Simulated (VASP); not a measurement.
Set up this calculation in VASP 6.6.1, as the native input.

```
Task                   : single point
Functional             : r2SCAN
Dispersion             : rVV10
Potentials or basis    : VASP PAW PBE potentials, release 64 (Pt, Se)
Cutoff                 : 520 eV
k mesh                 : 8 × 8 × 8
Occupations            : fermi-dirac, width 0.02 eV
Spin                   : no spin polarisation
Dipole correction      : no
Further INCAR settings : ALGO = Normal; EDIFF = 1e-06; NBANDS = 18
```

The system is PtSe2.

```
Pt Se
1.0
     1.84570    1.06562    5.76071
    -1.84570    1.06562    5.76071
     0.00000   -2.13123    5.76071
Pt Se
1 2
Cartesian
  0.0000 0.0000 0.0000
  0.0000 0.0000 4.4377
  0.0000 0.0000 12.8444
```

The input as run:

POSCAR

```
PtSe2
1.0
    1.8457016943      1.0656163701      5.7607123488
   -1.8457016943      1.0656163701      5.7607123488
    0.0000000000     -2.1312327401      5.7607123488
Pt Se
1 2
Direct
    0.0000000000      0.0000000000      0.0000000000
    0.2567812158      0.2567812158      0.2567812158
    0.7432187842      0.7432187842      0.7432187842
```

INCAR.step1

```
PREC = Accurate
ENCUT = 520
ISMEAR = -1
SIGMA = 0.02
LREAL = False
LASPH = True
NELM = 60
NBANDS = 18
GGA = PE
ALGO = Normal
EDIFF = 1E-4
LWAVE = True
LCHARG = False
```

INCAR.step2

```
PREC = Accurate
ENCUT = 520
EDIFF = 1E-6
ISMEAR = -1
SIGMA = 0.02
LREAL = False
LASPH = True
NELM = 60
ALGO = Normal
ISIF = 2
LWAVE = False
LCHARG = False
METAGGA = R2SCAN
LMIXTAU = True
LUSE_VDW = True
IVDW_NL = 2
BPARAM = 11.95
CPARAM = 0.0093
NBANDS = 18
ISTART = 1
```

KPOINTS

```
regular mesh
0
Gamma
  8 8 8
```

Potentials or basis: VASP PAW PBE potentials, release 64 (Pt, Se).

Launch:

```console
$ cat potpaw_PBE.64/Pt/POTCAR potpaw_PBE.64/Se/POTCAR > POTCAR
$ cp INCAR.step1 INCAR
$ mpirun -np 1 vasp_std > vasp.out
$ cp INCAR.step2 INCAR
$ mpirun -np 1 vasp_std > vasp.out
```

Results of the run:

```json
{
 "Pressure": "0.4 GPa",
 "Largest force": "0.041 eV/Å",
 "Band gap on the k mesh": "0.48 eV (least direct gap 0.97 eV)"
}
```

Caveat: the PAW data sets were made with another functional, which shifts forces and pressure a little; spin-orbit coupling is left out, which moves the levels of the heavy elements.

Wall time 16 min on 1 thread of Intel Xeon 8259CL (shared host), peak memory 0.79 GiB.
